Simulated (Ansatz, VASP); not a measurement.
# Si: VASP beside Ansatz

```
Si
1.0
     2.75863    0.00000    0.00000
    -1.37932    2.38904    0.00000
     0.00000    0.00000    9.19213
Si
4
Direct
  0.00000 0.00000 0.00000
  0.00000 0.00000 0.50000
  0.33333 0.66667 0.25000
  0.66667 0.33333 0.75000
```

Alike in both runs: task single point; functional BLYP; k mesh 14 × 14 × 4; occupations fermi-dirac, width 0.1 eV; no spin polarisation.

```csv
,VASP,Ansatz
version,VASP 6.6.1,Ansatz 0.2.0
potentials or method,"VASP PAW PBE potentials, release 64 (Si), cutoff 520 eV","plane waves (420 eV) with PAW, scalar-relativistic"
valence electrons in the cell,16,16
```

Ansatz gave:

* pressure (GPa): 5.4
* traceless stress, the component that is largest in VASP (GPa): 0.93

Q: Which values does VASP return?

A: Pressure (GPa): 5.9; traceless stress, the component that is largest in VASP (GPa): 0.91.

VASP's potentials were made for PBE, not for BLYP. The functional is the same, so the differences come from potentials, cutoffs and numerics.
